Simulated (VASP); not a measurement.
## BaS: single point with PBE

Crystal: BaS.

```
Ba S
1.0
     0.00000    3.31815    3.31815
     3.31815    0.00000    3.31815
     3.31815    3.31815    0.00000
Ba S
1 1
Direct
  0.00000 0.00000 0.00000
  0.50000 0.50000 0.50000
```

This cell differs from its parent crystal: volume scaled by 1.10.

| Quantity | Value |
| --- | --- |
| Program | VASP 6.6.1 |
| Task | single point |
| Functional | PBE |
| Potentials or basis | VASP PAW PBE potentials, release 64 (Ba_sv, S) |
| Cutoff | 520 eV |
| k mesh | 8 × 8 × 8 |
| Occupations | gaussian, width 0.02 eV |
| Spin | no spin polarisation |

- Pressure: -2.8 GPa
- Band gap on the k mesh: 2.26 eV, indirect (least direct gap 2.45 eV)

Levels at points of the mesh, in eV from the valence-band top:
| k point | band 5 | band 6 | band 7 | band 8 | band 9 | band 10 | band 11 | band 12 |
| --- | --- | --- | --- | --- | --- | --- | --- | --- |
| (0.00, 0.00, 0.00) | -10.19 | 0.00 | 0.00 | 0.00 | 3.07 | 3.82 | 3.82 | 3.82 |
| (0.50, 0.00, 0.00) | -9.41 | -1.70 | -0.89 | -0.89 | 5.15 | 5.33 | 5.86 | 5.86 |
| (0.50, 0.50, 0.00) | -10.10 | -0.62 | -0.18 | -0.18 | 2.26 | 5.36 | 5.62 | 6.88 |

Wall time 14 s on 1 thread of Intel(R) Xeon(R) 6975P-C (Granite Rapids) (shared host), peak memory 0.21 GiB.

Caveat: spin-orbit coupling is left out, which moves the levels of the heavy elements. A k mesh can miss the band edges.
